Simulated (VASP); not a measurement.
A run of VASP 6.6.1 is set up as follows.

INCAR

```
PREC = Accurate
ENCUT = 450
EDIFF = 1E-7
ISMEAR = 0
SIGMA = 0.01
LREAL = F
LASPH = T
NELM = 120
ALGO = Normal
ISIF = 2
LWAVE = F
LCHARG = F
GGA = PS
IBRION = 2
NSW = 50
EDIFFG = -0.002
GGA_COMPAT = F
NELMIN = 4
```

Contents of KPOINTS:

```
regular mesh
0
Gamma
  6 6 6
```

The input POSCAR:

```
RbCl
1.0
    0.0163700000      3.2821850000      3.2821850000
    3.2821850000      0.0163700000      3.2821850000
    3.2821850000      3.2821850000      0.0163700000
Rb Cl
1 1
Direct
    0.0000000000      0.0000000000      0.0000000000
    0.5000000000      0.5000000000      0.5000000000
```

Potentials or basis: VASP PAW PBE potentials, release 64 (Rb_sv, Cl).

Launch:

```bash
$ cat potpaw_PBE.64/Rb_sv/POTCAR potpaw_PBE.64/Cl/POTCAR > POTCAR
$ mpirun -np 1 vasp_std > vasp.out
```

**Question.** Predict the band gap on the k mesh.

**Answer.** 4.88 eV, direct.

Final structure:
```cif
data_structure
_symmetry_space_group_name_H-M 'P 1'
_symmetry_Int_Tables_number 1
_cell_length_a 4.6417
_cell_length_b 4.6417
_cell_length_c 4.6417
_cell_angle_alpha 59.670
_cell_angle_beta 59.670
_cell_angle_gamma 59.670
_cell_volume 70.19
loop_
_atom_site_label
_atom_site_type_symbol
_atom_site_fract_x
_atom_site_fract_y
_atom_site_fract_z
_atom_site_occupancy
Rb1 Rb 0.00000 0.00000 0.00000 1
Cl1 Cl 0.50000 0.50000 0.50000 1
```

Caveat: the cell differs from its parent crystal (equal xy, yz and zx engineering shears of +0.5 %); the relaxation stopped at its first step, so nothing moved.
